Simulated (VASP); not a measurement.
Cu: single point with revPBE

The system is Cu.

```xyz
4
Lattice="2.6570 0.0000 0.0000 -1.3285 2.3011 0.0000 0.0000 0.0000 8.6757" Properties=species:S:1:pos:R:3 pbc="T T T"
Cu    0.0000    0.0000    0.0000
Cu    0.0000    0.0000    4.3379
Cu    0.0000    1.5340    2.1689
Cu    1.3285    0.7670    6.5068
```

This isn't the form of Cu at room conditions, which is fcc.

```json
{
 "Program": "VASP 6.6.1",
 "Task": "single point",
 "Functional": "revPBE",
 "Potentials or basis": "VASP PAW PBE potentials, release 64 (Cu)",
 "Cutoff": "520 eV",
 "k mesh": "16 × 16 × 5",
 "Occupations": "fermi-dirac, width 0.1 eV",
 "Spin": "no spin polarisation"
}
```

```yaml
Pressure: -7.5 GPa
Band_gap_on_the_k_mesh: zero (bands 22 and 23 overlap by 4.90 eV)
```

Levels at points of the mesh, in eV from the Fermi level:
```
           k point  band 19  band 20  band 21  band 22  band 23  band 24  band 25  band 26
(0.00, 0.00, 0.00)    -1.90    -1.77    -1.77    -1.53    -1.53    -0.65     3.26    11.56
(0.50, 0.00, 0.00)    -1.42    -1.41    -0.35     0.62     0.89     1.45     4.05     4.08
```

It took 2.7 min on 1 thread of Intel Xeon 8259CL, on a shared host, peak memory 0.24 GiB.

Caveat: the cell stands under tension; the PAW data sets were made with another functional, which shifts forces and pressure a little.
